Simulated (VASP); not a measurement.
Here is a VASP 6.6.1 calculation.

File INCAR:

```
SYSTEM = MoS2
PREC = Accurate ; ENCUT = 520
EDIFF = 1E-6 ; ISMEAR = -1
SIGMA = 0.03 ; LREAL = .FALSE.
LASPH = .TRUE. ; NELM = 60
ALGO = Normal ; ISIF = 2
LWAVE = .FALSE. ; LCHARG = .FALSE.
NBANDS = 35
```

File KPOINTS:

```
regular mesh
0
G
  10 10 3
  0 0 0
```

Contents of POSCAR:

```
MoS2
1.0
    3.0977815696      0.0000000000      0.0000000000
   -1.5488907848      2.6827575346      0.0000000000
    0.0000000000      0.0000000000     12.2950000000
Mo S
2 4
Direct
    0.3333333333      0.6666666667      0.2500000000
    0.6666666667      0.3333333333      0.7500000000
    0.3333333333      0.6666666667      0.6275000000
    0.6666666667      0.3333333333      0.1275000000
    0.3333333333      0.6666666667      0.8725000000
    0.6666666667      0.3333333333      0.3725000000
```

Potentials or basis: VASP PAW LDA potentials, release 64 (Mo_sv, S).

Run with:

```bash
$ cat potpaw_LDA.64/Mo_sv/POTCAR potpaw_LDA.64/S/POTCAR > POTCAR
$ mpirun -np 1 vasp_std > vasp.out
```

Predict the pressure.

8.1 GPa.

Estimate the largest force.

1.265 eV/Å.

Estimate the band gap on the k mesh.

0.93 eV (least direct gap 2.06 eV).

Stress tensor (GPa, compression positive):
```
 6.74  0.00  0.00
 0.00  6.74  0.00
 0.00  0.00 10.85
```

Caveat: the cell differs from its parent crystal (equal xx and yy strain of -2 %); the cell stands under pressure; forces of over 1 eV/Å act on the atoms, so gaps and moduli don't describe the material at rest. A k mesh can miss the band edges.
